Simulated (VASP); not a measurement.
F2, 2 atoms in the cell. The cell holds a molecule in a box, 2 atoms: a = 12.000 Å, b = 12.300 Å, c = 12.600 Å, α = 90.00°, β = 90.00°, γ = 90.00°. 

- Program: VASP 6.6.1
- Task: single point
- Functional: r2SCAN
- Potentials or basis: VASP PAW PBE potentials, release 64 (F)
- Cutoff: 520 eV
- k mesh: 1 × 1 × 1
- Occupations: fermi-dirac, width 0.01 eV
- Spin: no spin polarisation
- Dipole correction: no
- Further INCAR settings: ALGO = Normal; EDIFF = 1e-06; NBANDS = 14

Potentials or basis: VASP PAW PBE potentials, release 64 (F).

Launch:

```sh
$ cat potpaw_PBE.64/F/POTCAR > POTCAR
$ cp INCAR.step1 INCAR
$ mpirun -np 1 vasp_gam > vasp.out
$ cp INCAR.step2 INCAR
$ mpirun -np 1 vasp_gam > vasp.out
```

Hardware: 1 thread of AMD EPYC 7R43 64-Core Processor (Zen 3) (shared host).

Q: Estimate the wall time of this run.

A: It took 8.3 min on 1 thread of AMD EPYC 7R43 64-Core Processor (Zen 3), on a shared host, peak memory 1.6 GiB. Counts: k points 1.
